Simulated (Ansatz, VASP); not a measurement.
CdF2 in VASP and in Ansatz

File INCAR:

```
  ALGO = Normal
  EDIFF = 1E-6
  ENCUT = 520
  GGA = PS
  ISIF = 2
  ISMEAR = -1
  LASPH = T
  LCHARG = F
  LREAL = F
  LWAVE = F
  NBANDS = 20
  NELM = 60
  PREC = Accurate
  SIGMA = 0.05
```

File KPOINTS:

```
k-points
0
Gamma
  9 9 9
```

Contents of POSCAR:

```
CdF2
1.0
    0.0000000000      2.6390049769      2.6390049769
    2.6390049769      0.0000000000      2.6390049769
    2.6390049769      2.6390049769      0.0000000000
Cd F
1 2
Direct
    0.0000000000      0.0000000000      0.0000000000
    0.7500000000      0.7500000000      0.7500000000
    0.2500000000      0.2500000000      0.2500000000
```

The input input.yaml:

```yaml
crystal:
  lattice:
    - [0.0, 2.6390049769, 2.6390049769]
    - [2.6390049769, 0.0, 2.6390049769]
    - [2.6390049769, 2.6390049769, 0.0]
  atoms:
    - { symbol: Cd, position: [0.0, 0.0, 0.0] }
    - { symbol: F, position: [0.75, 0.75, 0.75] }
    - { symbol: F, position: [0.25, 0.25, 0.25] }
kpoints:
  mp_grid: { grid: [9, 9, 9] }
scf:
  occupations: { method: fermi_dirac, width: 0.05 }
hamiltonian:
  xc: pbesol
  pseudopotentials: { kind: all_electron, lapw: { basis_error: 0.001 } }
output:
  forces: true
  stress: true
  eigenvalues: true
```

Change from the starting cell: volume scaled by 0.94.

Alike in both runs: task single point; functional PBEsol; k mesh 9 × 9 × 9; occupations fermi-dirac, width 0.05 eV; no spin polarisation.

|  | VASP | Ansatz |
| --- | --- | --- |
| version | VASP 6.6.1 | Ansatz 0.2.0 |
| potentials or method | VASP PAW PBE potentials, release 64 (Cd, F), cutoff 520 eV | all-electron LAPW, scalar-relativistic |

VASP gave:

| Property | Result |
| --- | --- |
| gap on the k mesh at the Fermi level (eV) | 3.14 |
| least direct gap on the mesh (eV) | 3.52 |
| pressure (GPa) | 8.6 |

**Question.** Estimate Ansatz's values.

**Answer.** gap on the k mesh at the Fermi level (eV): 3.17; least direct gap on the mesh (eV): 3.55; pressure (GPa): 7.5.

VASP's potentials were made for PBE, not for PBEsol. Ansatz ran all-electron here, and VASP with PAW potentials.
